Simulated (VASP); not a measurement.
Ti, 2 atoms in the cell. Symmetry: Fd-3m, No. 227, cubic system. The conventional cell has a = 5.756 Å, b = 5.756 Å, c = 5.756 Å, α = 90.00°, β = 90.00°, γ = 90.00°. Within 3.3 Å of Ti (site symmetry -43m) lie 4 Ti at 2.49 Å. This isn't the form of Ti at room conditions, which is hcp.

| Item | Value |
| --- | --- |
| Program | VASP 6.6.1 |
| Task | relaxation of cell and atoms |
| Functional | r2SCAN |
| Potentials or basis | VASP PAW PBE potentials, release 64 (Ti_sv) |
| Cutoff | 600 eV |
| k mesh | 10 × 10 × 10 |
| Occupations | fermi-dirac, width 0.05 eV |
| Spin | collinear spin |
| Starting moments | [1.0, 1.0] μB |
| Dipole correction | no |
| Further INCAR settings | ALGO = Normal; EDIFF = 1e-07; IBRION = 2; EDIFFG = -0.01; NSW = 80; ISIF = 3 |

Potentials or basis: VASP PAW PBE potentials, release 64 (Ti_sv).

Run with:

```sh
$ cat potpaw_PBE.64/Ti_sv/POTCAR > POTCAR
$ cp INCAR.step1 INCAR
$ mpirun -np 1 vasp_std > vasp.out
$ cp INCAR.step2 INCAR
$ mpirun -np 1 vasp_std > vasp.out
```

Hardware: 1 thread of Oxide Virtual Turin-like Processor, with other jobs on the host.

Problem. Estimate the wall time of this run.

Solution. Run time: 71 min on 1 thread of Oxide Virtual Turin-like Processor, with other jobs on the host, peak memory 0.28 GiB. Counts: k points 47, ion steps 4.
